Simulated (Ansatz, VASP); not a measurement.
**Li3Mg3B2N6: VASP beside Ansatz**

```
CELL_PARAMETERS angstrom
3.77917 0.00000 0.00000
0.00000 3.77917 0.00000
0.00000 0.00000 25.58706
ATOMIC_POSITIONS crystal
N 0.50000 0.50000 0.29312
N 0.00000 0.00000 0.36107
N 0.00000 0.00000 0.46602
N 0.50000 0.50000 0.53398
N 0.50000 0.50000 0.63893
N 0.00000 0.00000 0.70688
Li 0.00000 0.50000 0.32710
Li 0.50000 0.00000 0.50000
Li 0.00000 0.50000 0.67290
Mg 0.50000 0.00000 0.32710
Mg 0.00000 0.50000 0.50000
Mg 0.50000 0.00000 0.67290
B 0.00000 0.00000 0.41355
B 0.50000 0.50000 0.58645
```

Alike in both runs: task single point; functional PBEsol; k mesh 1 × 7 × 1; occupations gaussian, width 0.05 eV; no spin polarisation.

|  | VASP | Ansatz |
| --- | --- | --- |
| version | VASP 6.6.1 | Ansatz 0.2.0 |
| potentials or method | VASP PAW PBE potentials, release 64 (N, Li_sv, Mg, B), cutoff 520 eV | scalar-relativistic, plane waves, PAW |
| valence electrons in the cell | 51 | 75 |

VASP gave:

| Property | Result |
| --- | --- |
| gap on the k mesh at the Fermi level (eV) | none |
| rms of the force components (eV/Å) | 0.510 |

Problem. Which values does Ansatz return?

Solution. gap on the k mesh at the Fermi level (eV): none; rms of the force components (eV/Å): 0.594.

VASP's potentials were made for PBE, not for PBEsol. A gap of «none» marks a metal or a gap that the smearing closes. VASP's potentials hold 51 valence electrons a cell and Ansatz's 75, so a difference there can come from the potentials and not from the codes.

Noted on VASP's run: the cutoff is under 1.25 times that of the potentials, so the pressure is a little rough.
